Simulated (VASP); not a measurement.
Write the native input for VASP 6.6.1 that does the following.

```yaml
Task: relaxation of cell and atoms
Functional: PBE
Potentials_or_basis: VASP PAW PBE potentials, release 64 (Li_sv)
Cutoff: 600 eV
k_mesh: 24 × 24 × 24
Occupations: gaussian, width 0.1 eV
Spin: no spin polarisation
Dipole_correction: no
Further_INCAR_settings: ALGO = Fast; EDIFF = 1e-07; IBRION = 2; EDIFFG = -0.01; NSW = 100; ISIF = 3
```

The structure of Li lies in POSCAR:

```
Li
1.0
    2.4757235683      1.4293596686      0.9469549741
   -2.4757235683      1.4293596686      0.9469549741
    0.0000000000     -2.8587193372      0.9469549741
Li
1
Direct
    0.0000000000      0.0000000000      0.0000000000
```

The cell was generated, and may not be a known phase.

These files were run (other wordings do the same):

INCAR

```
ALGO = Fast ; EDIFF = 1E-7
EDIFFG = -0.01 ; ENCUT = 600
GGA = PE ; IBRION = 2
ISIF = 3 ; ISMEAR = 0
LASPH = T ; LCHARG = F
LREAL = F ; LWAVE = F
NELM = 60 ; NSW = 100
PREC = Accurate ; SIGMA = 0.1
```

KPOINTS

```
k-points
0
Gamma
  24 24 24
```

Potentials or basis: VASP PAW PBE potentials, release 64 (Li_sv).

Command:

```bash
$ cat potpaw_PBE.64/Li_sv/POTCAR > POTCAR
$ mpirun -np 1 vasp_std > vasp.out
```

It gave:

The relaxed volume is 20.10 Å³/atom and the relaxed cell is a = 2.964 Å, b = 2.964 Å, c = 2.964 Å, α = 109.40°, β = 109.40°, γ = 109.40°. The space group after relaxing (to 0.1 Å) is Im-3m (No. 229) and the energy gained by relaxing is 4.8 meV/atom. The ionic steps are 5 and the pressure after relaxing is 0.0 GPa. The band gap on the k mesh is zero (an odd number of electrons rules out a gap without spin polarisation).

Caveat: the cutoff is under 1.25 times the usual one of these potentials, so pressure, stress and relaxed cells hold a basis-set (Pulay) error.

Run time: 6.5 min on 1 thread of Intel Xeon 8259CL, with other jobs on the host, peak memory 0.28 GiB.
